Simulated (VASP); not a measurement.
Input of a VASP 6.6.1 run:

File INCAR:

```
ALGO     = Normal         # electronic algorithm
EDIFF    = 1E-7           # SCF threshold, eV
ENCUT    = 520            # plane-wave cutoff, eV
GGA      = PE             # functional
ISIF     = 2              # what is computed and relaxed
ISMEAR   = 0              # smearing method
LASPH    = T              # aspherical terms in the spheres
LCHARG   = T              # write CHGCAR
LELF     = T              # ELF
LREAL    = F              # projectors in reciprocal space
LVHAR    = T            
LWAVE    = F              # write WAVECAR
NBANDS   = 10             # bands
NELM     = 60             # most SCF steps
PREC     = Accurate       # precision mode
SIGMA    = 0.1            # smearing width, eV
```

KPOINTS

```
k-points
0
Gamma
  4 4 4
```

POSCAR

```
Rb
1.0
    4.0198488700      0.0000000000      0.0000000000
    0.0000000000      4.3473505200      0.0000000000
    0.0000000000      0.0000000000      5.3537681600
Rb
1
Direct
    0.0000000000      0.0000000000      0.0000000000
```

Potentials or basis: VASP PAW PBE potentials, release 64 (Rb_sv).

The run is started by

```bash
$ cat potpaw_PBE.64/Rb_sv/POTCAR > POTCAR
$ mpirun -np 1 vasp_std > vasp.out
```

(1) What does it give for the band gap on the k mesh?

(2) Estimate the pressure.

## Answers

(1) zero (an odd number of electrons rules out a gap without spin polarisation).

(2) 0.4 GPa.

Caveat: the k points lie up to 0.39 Å⁻¹ apart, too coarse for converged energies and pressures of a metal.
